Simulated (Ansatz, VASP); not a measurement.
# One calculation of Si3Ge, two programs

```
Si Ge
1.0
     3.95692    0.00000    0.00000
     0.00000    3.95692    0.00000
     0.00000    0.00000    3.95692
Si Ge
3 1
Direct
  0.00000 0.50000 0.50000
  0.50000 0.00000 0.50000
  0.50000 0.50000 0.00000
  0.00000 0.00000 0.00000
```

Alike in both runs: functional r2SCAN; k mesh 12 × 12 × 12; occupations gaussian, width 0.1 eV; no spin polarisation.

Ansatz relaxed the structure, and its values are those at the end. VASP's run is a single point on that final structure, the one shown.

|  | VASP | Ansatz |
| --- | --- | --- |
| version | VASP 6.6.1 | Ansatz 0.2.0 |
| potentials or method | VASP PAW PBE potentials, release 64 (Si, Ge_d), cutoff 520 eV | scalar-relativistic, plane waves, PAW |
| valence electrons in the cell | 26 | 26 |

```tsv
	VASP	Ansatz	Ansatz less VASP
gap on the k mesh at the Fermi level (eV)	none	none	-
pressure (GPa)	0.0	0.0	+0.02
```

VASP's potentials were made for PBE, not for r2SCAN. A gap of «none» marks a metal or a gap that the smearing closes. With one functional, cell and mesh, what is left measures potentials, basis and numerics.
